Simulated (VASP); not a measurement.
Hf: single point with PBE

The system is Hf.

```
Hf
1.0
     3.13462    0.00000    0.00000
    -1.56731    2.71466    0.00000
     0.00000    0.00000    5.26011
Hf
2
Cartesian
  0.0000 1.8098 1.3150
  1.5673 0.9049 3.9451
```

This cell differs from its parent crystal: z stretched by +4 % at fixed volume.

| Quantity | Value |
| --- | --- |
| Program | VASP 6.6.1 |
| Task | single point |
| Functional | PBE |
| Potentials or basis | VASP PAW PBE potentials, release 64 (Hf_pv) |
| Cutoff | 520 eV |
| k mesh | 13 × 13 × 7 |
| Occupations | fermi-dirac, width 0.05 eV |
| Spin | no spin polarisation |
| Dipole correction | no |
| Further INCAR settings | ALGO = Normal; EDIFF = 1e-07; NBANDS = 17 |

```json
{
 "Pressure": "0.3 GPa",
 "Band gap on the k mesh": "zero (bands 10 and 11 overlap by 1.25 eV)"
}
```

Stress tensor (GPa, compression positive):
```
 2.62  0.00  0.00
 0.00  2.62  0.00
 0.00  0.00 -4.42
```

Levels at points of the mesh, in eV from the Fermi level:
```
           k point  band 7  band 8  band 9  band 10  band 11  band 12  band 13  band 14
(0.00, 0.00, 0.00)   -7.35   -3.85    0.20     0.92     1.33     1.33     2.00     2.00
```

Wall time 25 s on 1 thread of Intel(R) Xeon(R) Platinum 8375C CPU @ 2.90GHz (Ice Lake), with other jobs on the host, peak memory 0.19 GiB.

Caveat: spin-orbit coupling is left out, which moves the levels of the heavy elements.
